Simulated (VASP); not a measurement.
Input of a VASP 6.6.1 run:

Contents of INCAR:

```
PREC     = Accurate       # precision mode
ENCUT    = 520            # plane-wave cutoff, eV
EDIFF    = 1E-8           # SCF threshold, eV
ISMEAR   = 0              # smearing method
SIGMA    = 0.01           # smearing width, eV
LREAL    = False          # projectors in reciprocal space
LASPH    = True           # aspherical terms in the spheres
NELM     = 80             # most SCF steps
ALGO     = Normal         # electronic algorithm
ISIF     = 2              # what is computed and relaxed
LWAVE    = False          # write WAVECAR
LCHARG   = False          # write CHGCAR
NBANDS   = 12             # bands
IBRION   = 8              # ionic algorithm
NSW      = 1              # ionic steps
```

Contents of KPOINTS:

```
Automatic mesh
0
Gamma
  10 10 10
```

Contents of POSCAR:

```
LiF
1.0
    0.0000000000      1.9641865307      1.9641865307
    1.9641865307      0.0000000000      1.9641865307
    1.9641865307      1.9641865307      0.0000000000
Li F
1 1
Direct
    0.0000000000      0.0000000000      0.0000000000
    0.5000000000      0.5000000000      0.5000000000
```

Potentials or basis: VASP PAW LDA potentials, release 64 (Li_sv, F).

Run with:

```sh
$ cat potpaw_LDA.64/Li_sv/POTCAR potpaw_LDA.64/F/POTCAR > POTCAR
$ mpirun -np 1 vasp_std > vasp.out
```

**Question.** What does it give for the highest phonon frequency at Γ, LO-TO splitting left out?

**Answer.** 331 cm⁻¹.

Phonon frequencies in cm⁻¹ (negative: imaginary):
```csv
q point,frequencies
"(0.000, 0.000, 0.000)",-1 -1 -1 331 331 331
```

Caveat: the cell stands under pressure or tension, which shifts response properties.
